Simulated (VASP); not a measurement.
## SnSe2: single point with r2SCAN

The system is SnSe2.

```
Sn Se
1.0
     7.65030    0.00000    0.00000
    -3.82515    6.62535    0.00000
     0.00000    0.00000    6.22708
Sn Se
4 8
Direct
  0.99627 0.00289 0.99462
  0.99186 0.49001 0.98961
  0.50554 0.01056 0.01109
  0.50184 0.50426 0.99846
  0.17566 0.32999 0.25053
  0.32399 0.16160 0.74117
  0.17419 0.84909 0.25793
  0.33263 0.65661 0.75589
  0.67056 0.33046 0.23971
  0.84735 0.17554 0.74778
  0.66175 0.82544 0.27796
  0.82062 0.65965 0.73838
```

```
Program                : VASP 6.6.1
Task                   : single point
Functional             : r2SCAN
Potentials or basis    : VASP PAW PBE potentials, release 64 (Sn_d, Se)
Cutoff                 : 520 eV
k mesh                 : 3 × 3 × 2
Occupations            : fermi-dirac, width 0.086 eV
Spin                   : no spin polarisation
Dipole correction      : no
Further INCAR settings : ALGO = Normal; EDIFF = 1e-06; NBANDS = 64
```

```yaml
Pressure: 1.2 GPa
Largest_force: 1.501 eV/Å
Band_gap_on_the_k_mesh: 0.75 eV
```

Forces in eV/Å, atoms in the order of the input:
```
Sn   0.535 -0.416  0.680
Sn   0.549  1.214  0.691
Sn  -0.235 -1.185 -0.592
Sn  -0.149 -0.262  0.188
Se  -0.507  0.074  0.034
Se   0.507  0.053  0.273
Se  -0.198 -0.607 -0.517
Se  -0.277  0.729 -0.293
Se  -0.024  0.574  0.914
Se  -0.585 -0.724 -0.544
Se   0.099  0.324 -1.113
Se   0.285  0.228  0.278
```

Stress tensor (GPa, compression positive):
```
 1.22 -0.02 -0.35
-0.02  1.70  0.07
-0.35  0.07  0.60
```

Levels at points of the mesh, in eV from the valence-band top:
| k point | band 49 | band 50 | band 51 | band 52 | band 53 | band 54 | band 55 | band 56 |
| --- | --- | --- | --- | --- | --- | --- | --- | --- |
| (0.00, 0.00, 0.00) | -0.31 | -0.24 | -0.21 | -0.12 | 1.15 | 1.24 | 1.32 | 1.46 |
| (0.00, 0.00, 0.50) | -0.72 | -0.48 | -0.20 | -0.15 | 0.75 | 0.83 | 1.01 | 2.68 |

It took 9.5 min on 1 thread of AMD EPYC 9R45 96-Core Processor (Zen 5), with other jobs on the host, peak memory 0.5 GiB.

Caveat: the k points lie up to 0.50 Å⁻¹ apart; the atoms stand as in a frame of molecular dynamics; the PAW data sets were made with another functional, which shifts forces and pressure a little; spin-orbit coupling is left out, which moves the levels of the heavy elements; an odd mesh through Γ misses points on the zone boundary, where band edges can lie.
